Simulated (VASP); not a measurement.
The system is La.

```
La
1.0
    -2.10700    2.10700    2.10700
     2.10700   -2.10700    2.10700
     2.10700    2.10700   -2.10700
La
1
Direct
  0.00000 0.00000 0.00000
```

This isn't the form of La at room conditions, which is double hcp.

```yaml
Program: VASP 6.6.1
Task: relaxation of cell and atoms
Functional: r2SCAN
Potentials_or_basis: VASP PAW PBE potentials, release 64 (La)
Cutoff: 600 eV
k_mesh: 11 × 11 × 11
Occupations: fermi-dirac, width 0.1 eV
Spin: no spin polarisation
```

At the start: pressure 0.8 GPa; volume 37.42 Å³/atom.

Question: How do energy, volume and symmetry change on relaxing?

Answer: Over 3 steps the energy falls by 2.7 meV/atom and the volume is 38.56 Å³/atom (+3.1 %); space group Im-3m (No. 229, to 0.1 Å) before and after.

Step by step:
```csv
step,energy change (eV),largest force (eV/Å),pressure (GPa),volume (Å³)
1,0.0000,0.0000,0.76,37.42
2,-0.0026,0.0000,0.11,38.38
3,-0.0027,0.0000,-0.01,38.56
```

Final structure:
```
CELL_PARAMETERS angstrom
-2.12833 2.12833 2.12833
2.12833 -2.12833 2.12833
2.12833 2.12833 -2.12833
ATOMIC_POSITIONS crystal
La 0.00000 0.00000 0.00000
```

Caveat: the PAW data sets were made with another functional, which shifts forces and pressure a little.
